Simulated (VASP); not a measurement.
Runs of VASP 6.6.1 on MoS2. The structure is that of space group P-6m2 (No. 187), or close to it. The cells are those of the table. 

| cell | gap on the mesh (eV) | pressure (GPa) | largest force (eV/Å) |
| --- | --- | --- | --- |
| a = 3.248, b = 3.248, c = 6.497 Å, angles 90.0, 90.0, 120.0°, 3 atoms | 0.62 | -4.6 | - |
| a = 3.191, b = 3.191, c = 6.732 Å, angles 90.0, 90.0, 120.0°, 3 atoms | 1.21 | -5.2 | 0.61 |
| a = 3.163, b = 3.163, c = 6.853 Å, angles 90.0, 90.0, 120.0°, 3 atoms | 1.32 | -5.4 | (b) |
| a = 3.206, b = 3.206, c = 6.412 Å, angles 90.0, 90.0, 120.0°, 3 atoms | 0.62 | 0.5 | 0.63 |
| a = 3.271, b = 3.271, c = 6.901 Å, angles 90.0, 90.0, 120.0°, 3 atoms | 1.19 | -12.5 | 1.57 |
| a = 3.094, b = 3.094, c = 6.886 Å, angles 90.0, 90.0, 120.0°, 3 atoms | 1.37 | -0.6 | 0.66 |
| a = 3.135, b = 3.135, c = 6.977 Å, angles 90.0, 90.0, 120.0°, 3 atoms | (c) | -5.6 | (a) |
| a = 3.277, b = 3.277, c = 6.382 Å, angles 90.0, 90.0, 120.0°, 3 atoms | 0.28 | -4.2 | 0.31 |

Alike in all rows: task single point; level PBE+D3(BJ); potentials or basis VASP PAW PBE potentials, release 64 (Mo_sv, S); no spin polarisation; k mesh 12 × 12 × 6; cutoff (eV) 500; smearing gaussian 0.05 eV.

Question: Fill in the values left out.

Answer: (a) 1.22; (b) 0.92; (c) 1.33.

Caveats: forces of over 1 eV/Å act on the atoms, so gaps and moduli don't describe the material at rest (some runs).

A k mesh can miss the band edges, and the runs leave out spin-orbit coupling on Mo.
